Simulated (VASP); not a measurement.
The system is PtSe2 (Sudovikovite).

```xyz
3
Lattice="3.7240 0.0000 0.0000 -1.8620 3.2251 0.0000 0.0000 0.0000 5.0620" Properties=species:S:1:pos:R:3 pbc="T T T"
Pt    0.0000    0.0000    0.0000
Se    1.8620    1.0750    3.7965
Se    0.0000    2.1501    1.2655
```

| Item | Value |
| --- | --- |
| Program | VASP 6.6.1 |
| Task | relaxation of cell and atoms |
| Functional | LDA |
| Potentials or basis | VASP PAW LDA potentials, release 64 (Pt, Se) |
| Cutoff | 600 eV |
| k mesh | 8 × 8 × 5 |
| Occupations | fermi-dirac, width 0.05 eV |
| Spin | no spin polarisation |

At the start: pressure -0.1 GPa; volume 20.27 Å³/atom.

Question: Where does the relaxation end?

Answer: Over 20 steps the energy falls by 12.6 meV/atom and the volume is 19.26 Å³/atom (-5.0 %); space group P-3m1 (No. 164, to 0.05 Å).

The path:
```
step  energy change (eV)  largest force (eV/Å)  pressure (GPa)  volume (Å³)
   1              0.0000                0.2479           -0.06        60.80
   2             -0.0068                0.1418           -0.91        60.73
   3             -0.0129                0.0909           -2.66        60.57
   4             -0.0145                0.0936           -2.61        60.46
   5             -0.0189                0.1021           -2.45        60.13
   6             -0.0265                0.1243           -2.11        59.48
   7             -0.0343                0.1895           -1.24        58.17
   8             -0.0344                0.2002           -1.12        58.01
   9             -0.0361                0.1331           -0.63        57.92
  10             -0.0371                0.0310            0.13        57.78
  11             -0.0373                0.0251            0.09        57.81
  12             -0.0377                0.0071           -0.02        57.87
  13             -0.0376                0.0286           -0.25        58.00
  14             -0.0378                0.0073           -0.12        57.93
  15             -0.0378                0.0178           -0.01        57.87
  16             -0.0378                0.0262            0.08        57.83
  17             -0.0378                0.0235            0.05        57.84
  18             -0.0379                0.0207            0.04        57.83
  19             -0.0379                0.0127           -0.01        57.79
  20             -0.0379                0.0096           -0.02        57.78
```

Final structure:
```
CELL_PARAMETERS angstrom
3.74377 0.00000 0.00000
-1.87188 3.24220 0.00000
0.00000 0.00000 4.75998
ATOMIC_POSITIONS crystal
Pt 0.00000 0.00000 0.00000
Se 0.66667 0.33333 0.73425
Se 0.33333 0.66667 0.26576
```
